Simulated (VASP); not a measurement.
Wanted: the native input for a VASP 6.6.1 run.

```yaml
Task: single point
Functional: PBE
Potentials_or_basis: VASP PAW PBE potentials, release 64 (La, Sc_sv, F)
Cutoff: 520 eV
k_mesh: 4 × 4 × 4
Occupations: gaussian, width 0.1 eV
Spin: collinear spin
Starting_moments: "[0.0, 0.0, 1.0, 1.0, 0.0, 0.0, 0.0, 0.0] μB"
Dipole_correction: no
Further_INCAR_settings: ALGO = Normal; EDIFF = 1e-07; NBANDS = 50
```

The structure of LaScF2 lies in POSCAR:

```
LaScF2
1.0
    0.0000000000      4.6778417097      4.6778417097
    4.6778417097      0.0000000000      4.6778417097
    4.6778417097      4.6778417097      0.0000000000
La Sc F
2 2 4
Direct
    0.2500000000      0.2500000000      0.2500000000
    0.0000000000      0.0000000000      0.0000000000
    0.5000000000      0.5000000000      0.5000000000
    0.7500000000      0.7500000000      0.7500000000
    0.6250000000      0.6250000000      0.6250000000
    0.6250000000      0.6250000000      0.1250000000
    0.6250000000      0.1250000000      0.6250000000
    0.1250000000      0.6250000000      0.6250000000
```

The cell was built from a structure type or drawn by symmetry, and may not be a known phase.

These files were run (other wordings do the same):

INCAR

```
ALGO     = Normal         # electronic algorithm
EDIFF    = 1E-7           # SCF threshold, eV
ENCUT    = 520            # plane-wave cutoff, eV
GGA      = PE             # functional
ISIF     = 2              # what is computed and relaxed
ISMEAR   = 0              # smearing method
ISPIN    = 2              # spin polarisation
LASPH    = True           # aspherical terms in the spheres
LCHARG   = True           # write CHGCAR
LELF     = True           # ELF
LMAXMIX  = 6              # l up to which the mixer works
LORBIT   = 11             # projections on sites
LREAL    = False          # projectors in reciprocal space
LVHAR    = True         
LWAVE    = False          # write WAVECAR
MAGMOM   = 0 0 1 1 0 0 0 0 # initial moments
NBANDS   = 50             # bands
NELM     = 150            # most SCF steps
PREC     = Accurate       # precision mode
SIGMA    = 0.1            # smearing width, eV
```

KPOINTS

```
k-points
0
Gamma
  4 4 4
```

Potentials or basis: VASP PAW PBE potentials, release 64 (La, Sc_sv, F).

The run is started by

```console
$ cat potpaw_PBE.64/La/POTCAR potpaw_PBE.64/Sc_sv/POTCAR potpaw_PBE.64/F/POTCAR > POTCAR
$ mpirun -np 1 vasp_std > vasp.out
```

It gave:

The pressure is 0.0 GPa, the band gap on the k mesh is zero (filled and empty bands overlap) and the net moment is 0.01 μB per cell. The valence electrons inside the program's atomic spheres are La 8.46; Sc 9.31; F 6.10.

Caveat: spin-orbit coupling is left out, which moves the levels of the heavy elements.

Run time: 5.3 min on 1 thread of Intel(R) Xeon(R) 6975P-C (Granite Rapids) (shared host), peak memory 0.53 GiB.
